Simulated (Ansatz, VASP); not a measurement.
**C in VASP and in Ansatz**

The input INCAR:

```
SYSTEM = C
ALGO = Normal
EDIFF = 1E-6
ENCUT = 520
GGA = PE
ISIF = 2
ISMEAR = -1
LASPH = .TRUE.
LCHARG = .TRUE.
LELF = .TRUE.
LREAL = .FALSE.
LVHAR = .TRUE.
LWAVE = .FALSE.
NBANDS = 13
NELM = 80
PREC = Accurate
SIGMA = 0.1
```

File KPOINTS:

```
k-points
0
G
  7 7 27
  0 0 0
```

POSCAR

```
C
1.0
    6.0478541740      0.0000000001      0.0000000000
   -3.0239270870      5.2375953530      0.0000000000
    0.0000000000      0.0000000000      1.2306823883
C
3
Direct
    0.0000000000      0.0000000000      0.0000000000
    0.3333333333      0.6666666667      0.5000000000
    0.6666666667      0.3333333333      0.5000000000
```

Input for Ansatz:

```yaml
crystal:
  lattice:
    - [6.047854174, 1.0e-10, 0.0]
    - [-3.023927087, 5.237595353, 0.0]
    - [0.0, 0.0, 1.2306823883]
  atoms:
    - { symbol: C, position: [0.0, 0.0, 0.0] }
    - { symbol: C, position: [0.3333333333, 0.6666666667, 0.5] }
    - { symbol: C, position: [0.6666666667, 0.3333333333, 0.5] }
hamiltonian:
  xc: pbe
  pseudopotentials:
    kind: paw
    azcp:
      C: "pseudopotentials/C.paw.azcp"
basis:
  ecutwfc: 420
  fft_grid_basis: typed
kpoints:
  mp_grid: { grid: [7, 7, 27], shift: [0, 0, 0] }
magnetization:
  spin_polarized: false
scf:
  occupations: { method: fermi_dirac, width: 0.1 }
  lower_state_search: "off"
output:
  stress: true
```

Alike in both runs: task single point; functional PBE; k mesh 7 × 7 × 27; occupations fermi-dirac, width 0.1 eV; no spin polarisation.

|  | VASP | Ansatz |
| --- | --- | --- |
| version | VASP 6.6.1 | Ansatz 0.2.0 |
| potentials or method | VASP PAW PBE potentials, release 64 (C), cutoff 520 eV | plane waves (420 eV) with PAW, scalar-relativistic |
| valence electrons in the cell | 12 | 12 |

```csv
,VASP,Ansatz,Ansatz less VASP
pressure (GPa),23.9,24.2,+0.28
"traceless stress, the component that is largest in VASP (GPa)",44.17,44.53,+0.365
```
